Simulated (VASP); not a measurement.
## W: single point with r2SCAN

Crystal: W.

```
W
1.0
    -1.58480    1.58480    1.58480
     1.58480   -1.58480    1.58480
     1.58480    1.58480   -1.58480
W
1
Direct
  0.00000 0.00000 0.00000
```

```json
{
  "Program": "VASP 6.6.1",
  "Task": "single point",
  "Functional": "r2SCAN",
  "Potentials or basis": "VASP PAW PBE potentials, release 64 (W_sv)",
  "Cutoff": "520 eV",
  "k mesh": "2 × 2 × 2",
  "Occupations": "fermi-dirac, width 0.1 eV",
  "Spin": "no spin polarisation"
}
```

```yaml
Pressure: 13.6 GPa
Band_gap_on_the_k_mesh: zero (band 7 reaches 16.17 eV, above the bottom of band 8 at 9.68 eV)
```

Levels at points of the mesh, in eV from the Fermi level:
```csv
k point,band 4,band 5,band 6,band 7,band 8,band 9,band 10,band 11
"(0.00, 0.00, 0.00)",-40.87,-11.41,-2.87,-2.87,-2.87,1.09,1.09,13.98
"(0.50, 0.00, 0.00)",-40.88,-7.91,-5.26,-0.86,0.87,1.92,4.58,10.02
"(0.50, 0.50, 0.50)",-41.79,-7.30,-7.30,3.62,3.62,3.62,7.07,7.07
```

It used 5.4 s of CPU time on 1 thread of Intel(R) Xeon(R) Platinum 8488C (Sapphire Rapids), on a shared host.

Caveat: the k points lie up to 1.40 Å⁻¹ apart; the PAW data sets were made with another functional, which shifts forces and pressure a little; spin-orbit coupling is left out, which moves the levels of the heavy elements.
